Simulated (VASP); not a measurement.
A run of VASP 6.6.1 is set up as follows.

File POSCAR:

```
NaF
1.0
    2.7934851994      0.0000000000      0.0000000000
    0.0000000000      2.7934851994      0.0000000000
    0.0000000000      0.0000000000      2.7934851994
Na F
1 1
Direct
    0.0000000000      0.0000000000      0.0000000000
    0.5000000000      0.5000000000      0.5000000000
```

Contents of INCAR.step1:

```
ALGO     = Normal         # electronic algorithm
EDIFF    = 1E-5           # SCF threshold, eV
ENCUT    = 520            # plane-wave cutoff, eV
GGA      = PE             # functional
ISIF     = 2              # what is computed and relaxed
ISMEAR   = 0              # smearing method
LASPH    = T              # aspherical terms in the spheres
LCHARG   = F              # write CHGCAR
LREAL    = F              # projectors in reciprocal space
LWAVE    = T              # write WAVECAR
NBANDS   = 14             # bands
NELM     = 80             # most SCF steps
PREC     = Accurate       # precision mode
SIGMA    = 0.01           # smearing width, eV
```

File INCAR.step2:

```
ALGO     = Normal         # electronic algorithm
EDIFF    = 1E-6           # SCF threshold, eV
ENCUT    = 520            # plane-wave cutoff, eV
GGA      = PE             # functional
HFSCREEN = 0.2079         # screening, 1/A
ISIF     = 2              # what is computed and relaxed
ISMEAR   = 0              # smearing method
ISTART   = 1            
LASPH    = T              # aspherical terms in the spheres
LCHARG   = F              # write CHGCAR
LHFCALC  = T              # exact exchange
LREAL    = F              # projectors in reciprocal space
LWAVE    = F              # write WAVECAR
NBANDS   = 14             # bands
NELM     = 80             # most SCF steps
PREC     = Accurate       # precision mode
PRECFOCK = Normal       
SIGMA    = 0.01           # smearing width, eV
```

Contents of KPOINTS:

```
k-points
0
Gamma
  4 4 4
```

Potentials or basis: VASP PAW PBE potentials, release 64 (Na_pv, F).

Launch:

```console
$ cat potpaw_PBE.64/Na_pv/POTCAR potpaw_PBE.64/F/POTCAR > POTCAR
$ cp INCAR.step1 INCAR
$ mpirun -np 1 vasp_std > vasp.out
$ cp INCAR.step2 INCAR
$ mpirun -np 1 vasp_std > vasp.out
```

Question: Predict the pressure.

Answer: 1.9 GPa.

Question: Predict the band gap on the k mesh.

Answer: 8.30 eV (least direct gap 8.65 eV).

Caveat: the k points lie up to 0.56 Å⁻¹ apart; the PAW data sets were made with another functional, which shifts forces and pressure a little. A k mesh can miss the band edges.
